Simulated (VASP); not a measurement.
Write the native input for VASP 6.6.1 that does the following.

```yaml
Task: single point
Functional: r2SCAN
Potentials_or_basis: VASP PAW PBE potentials, release 64 (Nb_sv)
Cutoff: 520 eV
k_mesh: 13 × 13 × 13
Occupations: fermi-dirac, width 0.1 eV
Spin: no spin polarisation
Dipole_correction: no
Further_INCAR_settings: ALGO = Normal; EDIFF = 1e-07; NBANDS = 12
```

The system is Nb.

```
CELL_PARAMETERS angstrom
-1.65113 1.65113 1.65113
1.65113 -1.65113 1.65113
1.65113 1.65113 -1.65113
ATOMIC_POSITIONS crystal
Nb 0.00000 0.00000 0.00000
```

These files were run (other wordings do the same):

POSCAR

```
Nb
1.0
   -1.6511317439      1.6511317439      1.6511317439
    1.6511317439     -1.6511317439      1.6511317439
    1.6511317439      1.6511317439     -1.6511317439
Nb
1
Direct
    0.0000000000      0.0000000000      0.0000000000
```

INCAR.step1

```
PREC = Accurate
ENCUT = 520
ISMEAR = -1
SIGMA = 0.1
LREAL = False
LASPH = True
NELM = 60
NBANDS = 12
GGA = PE
ALGO = Normal
EDIFF = 1E-4
LWAVE = True
LCHARG = False
```

INCAR.step2

```
PREC = Accurate
ENCUT = 520
EDIFF = 1E-7
ISMEAR = -1
SIGMA = 0.1
LREAL = False
LASPH = True
NELM = 60
ALGO = Normal
ISIF = 2
LWAVE = False
LCHARG = True
METAGGA = R2SCAN
LMIXTAU = True
LELF = True
LVHAR = True
NBANDS = 12
ISTART = 1
```

KPOINTS

```
Automatic mesh
0
Gamma
  13 13 13
```

Potentials or basis: VASP PAW PBE potentials, release 64 (Nb_sv).

Run with:

```console
$ cat potpaw_PBE.64/Nb_sv/POTCAR > POTCAR
$ cp INCAR.step1 INCAR
$ mpirun -np 1 vasp_std > vasp.out
$ cp INCAR.step2 INCAR
$ mpirun -np 1 vasp_std > vasp.out
```

Results of the run:

```json
{
  "Pressure": "-0.2 GPa"
}
```

Caveat: the PAW data sets were made with another functional, which shifts forces and pressure a little.

Wall time 39 s on 1 thread of Intel(R) Xeon(R) Platinum 8375C CPU @ 2.90GHz (Ice Lake), with other jobs on the host, peak memory 0.15 GiB.
